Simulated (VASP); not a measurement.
# Ti (P6_3/mmc) in VASP: notebook

Runs on Ti. Level: r2SCAN. Tasks: single point.

All numbers are computed with VASP 6.6.1; they aren't measurements. Logs are shortened: lines on timing, memory, paths and dates and some standing lists are left out, and cuts for length are marked.

## 1. The cell of the first run

Symmetry: P6_3/mmc, No. 194, hexagonal system. The conventional cell has a = 2.936 Å, b = 2.936 Å, c = 4.642 Å, α = 90.00°, β = 90.00°, γ = 120.00°. Ti (site symmetry -6m2) has 12 Ti at 2.87 to 2.94 Å within 3.8 Å.

## 2. Single point, r2SCAN

File POSCAR:

```
Ti
1.0
    2.9358559451      0.0000000000      0.0000000000
   -1.4679279726      2.5425258303      0.0000000000
    0.0000000000      0.0000000000      4.6416239676
Ti
2
Direct
    0.3333333333      0.6666666667      0.2500000000
    0.6666666667      0.3333333333      0.7500000000
```

File INCAR.step1:

```
ALGO = Normal
EDIFF = 1E-4
ENCUT = 520
GGA = PE
ISMEAR = -1
LASPH = True
LCHARG = False
LREAL = False
LWAVE = True
NBANDS = 19
NELM = 100
PREC = Accurate
SIGMA = 0.1
```

File INCAR.step2:

```
ALGO = Normal
EDIFF = 1E-6
ENCUT = 520
ISIF = 2
ISMEAR = -1
ISTART = 1
LASPH = True
LCHARG = False
LMIXTAU = True
LREAL = False
LWAVE = False
METAGGA = R2SCAN
NBANDS = 19
NELM = 100
PREC = Accurate
SIGMA = 0.1
```

File KPOINTS:

```
k-points
0
Gamma
  2 2 1
```

Potentials or basis: VASP PAW PBE potentials, release 64 (Ti_sv).

Command:

```bash
cat potpaw_PBE.64/Ti_sv/POTCAR > POTCAR
cp INCAR.step1 INCAR
mpirun -np 1 vasp_std > vasp.out
cp INCAR.step2 INCAR
mpirun -np 1 vasp_std > vasp.out
```

OUTCAR:

```text
EDIFF = 1E-6
   ENCUT = 520
   ISIF = 2
   ISMEAR = -1
   ISTART = 1
   LASPH = True
   LREAL = False
   METAGGA = R2SCAN
   NELM = 100
   PREC = Accurate

 ion  position               nearest neighbor table
   1  0.333  0.667  0.250-   2 2.87   2 2.87   2 2.87   2 2.87   2 2.87   2 2.87
   2  0.667  0.333  0.750-   1 2.87   1 2.87   1 2.87   1 2.87   1 2.87   1 2.87

  LATTYP: Found a hexagonal cell.
 ALAT       =     2.9358559451
 C/A-ratio  =     1.5810121663

  Lattice vectors:

 A1 = (   2.9358559451,   0.0000000000,   0.0000000000)
 A2 = (  -1.4679279726,   2.5425258303,   0.0000000000)
 A3 = (   0.0000000000,   0.0000000000,   4.6416239676)

Analysis of symmetry for initial positions (statically):
=====================================================================
 Subroutine PRICEL returns:
 Original cell was already a primitive cell.

 Routine SETGRP: Setting up the symmetry group for a
 hexagonal supercell.

 Subroutine GETGRP returns: Found 24 space group operations
 (whereof 12 operations were pure point group operations)
 out of a pool of 24 trial point group operations.

The static configuration has the point symmetry D_3d.
 The point group associated with its full space group is D_6h.

Analysis of symmetry for dynamics (positions and initial velocities):
=====================================================================
 Subroutine PRICEL returns:
 Original cell was already a primitive cell.

 Routine SETGRP: Setting up the symmetry group for a
 hexagonal supercell.

 Subroutine GETGRP returns: Found 24 space group operations
 (whereof 12 operations were pure point group operations)
 out of a pool of 24 trial point group operations.

The dynamic configuration has the point symmetry D_3d.
 The point group associated with its full space group is D_6h.

 Subroutine INISYM returns: Found 24 space group operations
 (whereof 12 operations are pure point group operations),
 and found     1 'primitive' translations

----------------------------------------------------------------------------------------

                                     Primitive cell

  volume of cell :      34.6474

  direct lattice vectors                    reciprocal lattice vectors
     2.935855945  0.000000000  0.000000000     0.340616167  0.196654836  0.000000000
    -1.467927973  2.542525830  0.000000000     0.000000000  0.393309672  0.000000000
     0.000000000  0.000000000  4.641623968     0.000000000  0.000000000  0.215441838

  length of vectors
     2.935855945  2.935855945  4.641623968     0.393309672  0.393309672  0.215441838

  position of ions in fractional coordinates (direct lattice)
     0.333333333  0.666666667  0.250000000
     0.666666667  0.333333333  0.750000000

  ion indices of the primitive-cell ions
   primitive index   ion index
                 1           1
                 2           2

----------------------------------------------------------------------------------------

 KPOINTS: k-points

Automatic generation of k-mesh.
 Grid dimensions read from file:
 generate k-points for:    2    2    1

 Generating k-lattice:

  Cartesian coordinates                     Fractional coordinates (reciprocal lattice)
     0.170308084  0.098327418  0.000000000     0.500000000  0.000000000  0.000000000
     0.000000000  0.196654836  0.000000000     0.000000000  0.500000000  0.000000000
     0.000000000  0.000000000  0.215441838     0.000000000  0.000000000  1.000000000

  Length of vectors
     0.196654836  0.196654836  0.215441838

  Shift w.r.t. Gamma in fractional coordinates (k-lattice)
     0.000000000  0.000000000  0.000000000

 Subroutine IBZKPT returns following result:
 ===========================================

 Found      2 irreducible k-points:

 Following reciprocal coordinates:
            Coordinates               Weight
  0.000000  0.000000  0.000000      1.000000
  0.500000 -0.000000  0.000000      3.000000
   k-points           NKPTS =      2   k-points in BZ     NKDIM =      2   number of bands    NBANDS=     19
   number of dos      NEDOS =    301   number of ions     NIONS =      2
   total plane-waves  NPLWV =  20736
   dimension x,y,z NGX =    24 NGY =   24 NGZ =   36
   dimension x,y,z NGXF=    48 NGYF=   48 NGZF=   72
   ions per type =               2
   NGX,Y,Z   is equivalent  to a cutoff of  13.59, 13.59, 12.89 a.u.
   NGXF,Y,Z  is equivalent  to a cutoff of  27.18, 27.18, 25.79 a.u.
 SYSTEM =  unknown system
   PREC   = accura    normal or accurate (medium, high low for compatibility)
   ISTART =      1    job   : 0-new  1-cont  2-samecut
   ICHARG =      0    charge: 1-file 2-atom 10-const
   ISPIN  =      1    spin polarized calculation?
   LNONCOLLINEAR =      F non collinear calculations
   LSORBIT =      F    spin-orbit coupling
   LASPH  =      T    aspherical Exc in radial PAW
   ENCUT  =  520.0 eV  38.22 Ry    6.18 a.u.   5.46  5.46  8.63*2*pi/ulx,y,z
   NELM   =    100;   NELMIN=  2; NELMDL=  0     # of ELM steps
   EDIFF  = 0.1E-05   stopping-criterion for ELM
   LREAL  =      F    real-space projection
   EDIFFG = 0.1E-04   stopping-criterion for IOM
   NSW    =      0    number of steps for IOM
   IBRION =     -1    ionic relax: 0-MD 1-quasi-New 2-CG
   NFREE  =      0    steps in history (QN), initial steepest desc. (CG)
   ISIF   =      2    stress and relaxation
   ISYM   =      2    0-nonsym 1-usesym 2-fastsym
   POTIM  = 0.5000    time-step for ionic-motion
   TEBEG  =    0.0;   TEEND  =   0.0 temperature during run
   PSTRESS=    0.0 pullay stress
   NELECT =      24.0000    total number of electrons
   NUPDOWN=      -1.0000    fix difference up-down
   EMIN   =  10.00;   EMAX   =-10.00  energy-range for DOS
   EFERMI =   0.00;   METHOD = LEGACY
   ISMEAR =    -1;   SIGMA  =   0.10  broadening in eV -4-tet -1-fermi 0-gaus
   EFERMI_NEDOS =   21; number of points for ismear=-14 and -15
   IALGO  =     38    algorithm
   IMIX   =      4    mixing-type and parameters
     AMIX     =   0.40;   BMIX     =  1.00
     AMIX_MAG =   1.60;   BMIX_MAG =  1.00
  volume/ion in A,a.u.               =      17.32       116.91
  Fermi-wavevector in a.u.,A,eV,Ry     =   1.448511  2.737289 28.547540  2.098185
  Thomas-Fermi vector in A             =   2.566344
   LORBIT       =      0    0 simple, 1 ext, 2 COOP (PROOUT), +10 PAW based schemes
   METAGGA = R2SCAN    functional components
   LHFCALC =     F    Hartree Fock is set to
   AEXX    =    0.0000 exact exchange contribution
   IVDW    =     0    specifies the selected vdW correction
   LEPSILON=     F    determine dielectric tensor
   LRPA    =     F    only Hartree local field effects (RPA)
 non-spin polarized calculation
  energy-cutoff  :      520.00
  volume of cell :       34.65
 maximum number of plane-waves:       965
 NGX is ok and might be reduce to    24
   NGX = 11   NGY = 11   NGZ = 17

 number of electron      24.0000002 magnetization

 Free energy of the ion-electron system (eV)
  ---------------------------------------------------
  ext. energy  EPLUGINS =         0.00000000
  ---------------------------------------------------
  free energy    TOTEN  =       -26.72723944 eV

  energy without entropy =      -26.50763787  energy(sigma->0) =      -26.61743866

 E-fermi :   8.9375     XC(G=0): -12.4353

 val. band max:        7.5747185659   @ k =   0.5000  -0.0000   0.0000
 cond. band min:       8.9836996673   @ k =   0.5000  -0.0000   0.0000
 fundamental gap:      1.4089811014
 Fermi energy:         8.9375378496

 k-point     1 :       0.0000    0.0000    0.0000
  band No.  band energies     occupation
      1     -50.8838      2.00000
      2     -50.7385      2.00000
      3     -26.3505      2.00000
      4     -25.8197      2.00000
      5     -25.8197      2.00000
      6     -25.7164      2.00000
[... 11 lines left out ...]
     18      10.1879      0.00001
     19      11.7480      0.00000

 k-point     2 :       0.5000   -0.0000    0.0000
  band No.  band energies     occupation
      1     -50.7590      2.00000
      2     -50.7119      2.00000
      3     -26.3150      2.00000
      4     -26.1849      2.00000
      5     -26.0261      2.00000
      6     -25.9679      2.00000
[... 11 lines left out ...]
     18      12.1866      0.00000
     19      12.9640      0.00000

------------------------ aborting loop because EDIFF is reached ----------------------------------------

  FORCE on cell =-STRESS in cart. coord.  units (eV):
  Direction    XX          YY          ZZ          XY          YZ          ZX
  --------------------------------------------------------------------------------------
  -------------------------------------------------------------------------------------
  Total        1.7394670      1.7394670     -6.4187143     -0.0000000      0.0000000     -0.0000000
  in kB       80.4371573     80.4371573   -296.8168549     -0.0000000      0.0000000     -0.0000000
  external PRESSURE =     -45.3141801 kB  Pullay stress =       0.0000000 kB

 VOLUME and BASIS-vectors are now :
 -----------------------------------------------------------------------------
  energy-cutoff  :      520.00
  volume of cell :       34.65
      direct lattice vectors                 reciprocal lattice vectors
     2.935855945  0.000000000  0.000000000     0.340616167  0.196654836  0.000000000
    -1.467927973  2.542525830  0.000000000     0.000000000  0.393309672  0.000000000
     0.000000000  0.000000000  4.641623968     0.000000000  0.000000000  0.215441838

 POSITION                                       TOTAL-FORCE (eV/Angst)
 -----------------------------------------------------------------------------------
     -0.00000      1.69502      1.16041        -0.000000      0.000000      0.000000
      1.46793      0.84751      3.48122         0.000000     -0.000000      0.000000
 -----------------------------------------------------------------------------------
    total drift:                                0.000000     -0.000000      0.000000

  FREE ENERGIE OF THE ION-ELECTRON SYSTEM (eV)
  ---------------------------------------------------
  free  energy   TOTEN  =       -26.7272394355 eV

  energy  without entropy=      -26.5076378748  energy(sigma->0) =      -26.61743866
```

Run time: 16 s. Hardware: 1 thread of Intel Xeon 8259CL, shared host; peak memory 0.15 GiB.

What came out:

```
Free energy            : -26.7272 eV
Pressure               : -4.5 GPa
Band gap on the k mesh : zero (bands 12 and 13 overlap by 0.22 eV)
```

Caveat: the k points lie up to 1.35 Å⁻¹ apart, too coarse for converged energies, forces and pressures; the PAW data sets were made with another functional, which shifts forces and pressure a little.

## 3. Single point, r2SCAN

POSCAR is that of step 2.

File INCAR.step1:

```
PREC     = Accurate       # precision mode
ENCUT    = 520            # plane-wave cutoff, eV
ISMEAR   = -1             # smearing method
SIGMA    = 0.1            # smearing width, eV
LREAL    = F              # projectors in reciprocal space
LASPH    = T              # aspherical terms in the spheres
NELM     = 100            # most SCF steps
NBANDS   = 19             # bands
GGA      = PE             # functional
ALGO     = Normal         # electronic algorithm
EDIFF    = 1E-4           # SCF threshold, eV
LWAVE    = T              # write WAVECAR
LCHARG   = F              # write CHGCAR
```

File INCAR.step2:

```
PREC     = Accurate       # precision mode
ENCUT    = 520            # plane-wave cutoff, eV
EDIFF    = 1E-7           # SCF threshold, eV
ISMEAR   = -1             # smearing method
SIGMA    = 0.1            # smearing width, eV
LREAL    = F              # projectors in reciprocal space
LASPH    = T              # aspherical terms in the spheres
NELM     = 100            # most SCF steps
ALGO     = Normal         # electronic algorithm
ISIF     = 2              # what is computed and relaxed
LWAVE    = F              # write WAVECAR
LCHARG   = F              # write CHGCAR
METAGGA  = R2SCAN         # meta-GGA
LMIXTAU  = T            
NBANDS   = 19             # bands
ISTART   = 1
```

File KPOINTS:

```
Automatic mesh
0
Gamma
  3 3 2
```

Potentials or basis: VASP PAW PBE potentials, release 64 (Ti_sv).

Command:

```bash
cat potpaw_PBE.64/Ti_sv/POTCAR > POTCAR
cp INCAR.step1 INCAR
mpirun -np 1 vasp_std > vasp.out
cp INCAR.step2 INCAR
mpirun -np 1 vasp_std > vasp.out
```

It took 35 s on 1 thread of Intel Xeon 8259CL, shared host; peak memory 0.15 GiB.

Results (log left out):

```
Free energy            : -25.9977 eV
Pressure               : -1.0 GPa
Band gap on the k mesh : zero (bands 12 and 13 overlap by 1.22 eV)
```

Stress tensor (GPa, compression positive):
```
 0.17  0.00  0.00
 0.00  0.17  0.00
 0.00  0.00 -3.41
```

Levels at points of the mesh, in eV from the Fermi level:
| k point | band 10 | band 11 | band 12 | band 13 | band 14 | band 15 |
| --- | --- | --- | --- | --- | --- | --- |
| (0.00, 0.00, 0.00) | -2.76 | 0.68 | 0.98 | 0.98 | 1.10 | 1.52 |
| (0.00, 0.00, 0.50) | -4.58 | 0.18 | 0.18 | 0.89 | 0.89 | 0.89 |

Caveat: the k points lie up to 0.82 Å⁻¹ apart, too coarse for converged energies and pressures of a metal; the PAW data sets were made with another functional, which shifts forces and pressure a little.

The gap in the log of VASP goes by the Fermi energy; the results here count the filled bands.